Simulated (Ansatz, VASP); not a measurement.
One calculation of SnO2, two programs

The input INCAR:

```
SYSTEM = SnO2
  PREC = Accurate
  ENCUT = 520
  EDIFF = 1E-6
  ISMEAR = 0
  SIGMA = 0.05
  LREAL = .FALSE.
  LASPH = .TRUE.
  NELM = 80
  ALGO = Normal
  ISIF = 2
  LWAVE = .FALSE.
  LCHARG = .FALSE.
  GGA = PE
  NBANDS = 35
```

The input KPOINTS:

```
Automatic mesh
0
G
  6 6 8
  0 0 0
```

POSCAR

```
SnO2
1.0
    4.9075720859      0.0000000000      0.0000000000
    0.0000000000      4.9075859756      0.0000000000
    0.0000000000      0.0000000000      3.1334847768
Sn O
2 4
Direct
    0.5000000000      0.5000000000      0.5000000000
    0.0000000000      0.0000000000      0.0000000000
    0.3212190046      0.3212768970      0.0000000000
    0.8212190046      0.1787231030      0.5000000000
    0.1787809954      0.8212768970      0.5000000000
    0.6787809954      0.6787231030      0.0000000000
```

Input for Ansatz:

```yaml
crystal:
  lattice:
    - [4.9075720859, 0.0, 0.0]
    - [0.0, 4.9075859756, 0.0]
    - [0.0, 0.0, 3.1334847768]
  atoms:
    - { symbol: Sn, position: [0.5, 0.5, 0.5] }
    - { symbol: Sn, position: [0.0, 0.0, 0.0] }
    - { symbol: O, position: [0.3212190046, 0.321276897, 0.0] }
    - { symbol: O, position: [0.8212190046, 0.178723103, 0.5] }
    - { symbol: O, position: [0.1787809954, 0.821276897, 0.5] }
    - { symbol: O, position: [0.6787809954, 0.678723103, 0.0] }
basis:
  ecutwfc: 520.0
kpoints:
  mp_grid: { grid: [6, 6, 8] }
hamiltonian:
  xc: pbe
  pseudopotentials: { kind: paw, azcp: { folder: soft_1 } }
scf:
  occupations: { method: gaussian, width: 0.05 }
output:
  forces: true
  stress: true
  eigenvalues: true
```

Alike in both runs: task single point; functional PBE; k mesh 6 × 6 × 8; occupations gaussian, width 0.05 eV; no spin polarisation.

```csv
,VASP,Ansatz
version,VASP 6.6.1,Ansatz 0.2.0
potentials or method,"VASP PAW PBE potentials, release 64 (Sn_d, O), cutoff 520 eV","scalar-relativistic, plane waves, PAW"
valence electrons in the cell,52,52
```

Ansatz gave:

```
gap on the k mesh at the Fermi level (eV)                     : 1.34
least direct gap on the mesh (eV)                             : 1.34
pressure (GPa)                                                : 9.7
traceless stress, the component that is largest in VASP (GPa) : 9.27
rms of the force components (eV/Å)                            : 1.108
```

**Question.** Which values does VASP return?

**Answer.** gap on the k mesh at the Fermi level (eV): 1.33; least direct gap on the mesh (eV): 1.33; pressure (GPa): 10.4; traceless stress, the component that is largest in VASP (GPa): 9.84; rms of the force components (eV/Å): 1.140.

Atom by atom the forces differ by 0.032 eV/Å (rms over components).
